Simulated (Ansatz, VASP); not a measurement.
**Two plane-wave programs on Bi2TeSe2**

INCAR

```
SYSTEM = Bi2TeSe2
ALGO = Normal
EDIFF = 1E-6
ENCUT = 520
GGA = PS
ISIF = 2
ISMEAR = 0
LASPH = .TRUE.
LCHARG = .FALSE.
LREAL = .FALSE.
LUSENCCL = .FALSE.
LWAVE = .FALSE.
NBANDS = 32
NELM = 100
PREC = Accurate
SIGMA = 0.05
```

File KPOINTS:

```
k-points
0
G
  12 12 12
  0 0 0
```

Contents of POSCAR:

```
Bi2TeSe2
1.0
    2.0915012419      1.2075288050     10.0036999000
   -2.0915012419      1.2075288050     10.0036999000
    0.0000000000     -2.4150576100     10.0036999000
Bi Te Se
2 1 2
Direct
    0.3980600000      0.3980600000      0.3980600000
    0.6019400000      0.6019400000      0.6019400000
    0.0000000000      0.0000000000      0.0000000000
    0.2116000000      0.2116000000      0.2116000000
    0.7884000000      0.7884000000      0.7884000000
```

Input for Ansatz:

```yaml
crystal:
  lattice:
    - [2.0915012419, 1.207528805, 10.0036999]
    - [-2.0915012419, 1.207528805, 10.0036999]
    - [0.0, -2.41505761, 10.0036999]
  atoms:
    - { symbol: Bi, position: [0.39806, 0.39806, 0.39806] }
    - { symbol: Bi, position: [0.60194, 0.60194, 0.60194] }
    - { symbol: Te, position: [0.0, 0.0, 0.0] }
    - { symbol: Se, position: [0.2116, 0.2116, 0.2116] }
    - { symbol: Se, position: [0.7884, 0.7884, 0.7884] }
basis:
  ecutwfc: 420
kpoints:
  mp_grid: { grid: [12, 12, 12] }
hamiltonian:
  xc: pbesol
scf:
  occupations: { method: gaussian, width: 0.05 }
output:
  forces: true
  stress: true
  eigenvalues: true
```

Change from the starting cell: strain +0.000 along x and y, +0.030 along z, atoms carried along.

Alike in both runs: task single point; functional PBEsol; k mesh 12 × 12 × 12; occupations gaussian, width 0.05 eV; no spin polarisation.

|  | VASP | Ansatz |
| --- | --- | --- |
| version | VASP 6.6.1 | Ansatz 0.2.0 |
| potentials or method | VASP PAW PBE potentials, release 64 (Bi_d, Te, Se), cutoff 520 eV | scalar-relativistic, plane waves, PAW |
| valence electrons in the cell | 48 | 78 |

VASP gave:

```
gap on the k mesh at the Fermi level (eV)                     : 0.53
least direct gap on the mesh (eV)                             : 0.53
pressure (GPa)                                                : -0.1
traceless stress, the component that is largest in VASP (GPa) : -0.61
rms of the force components (eV/Å)                            : 0.718
```

What did Ansatz give for the same quantities?

gap on the k mesh at the Fermi level (eV): 0.53; least direct gap on the mesh (eV): 0.53; pressure (GPa): -0.1; traceless stress, the component that is largest in VASP (GPa): -0.62; rms of the force components (eV/Å): 0.721.

VASP's potentials were made for PBE, not for PBEsol. Atom by atom the forces differ by 0.004 eV/Å (rms over components). VASP's potentials hold 48 valence electrons a cell and Ansatz's 78, so a difference there can come from the potentials and not from the codes.

Spin-orbit coupling is off throughout.
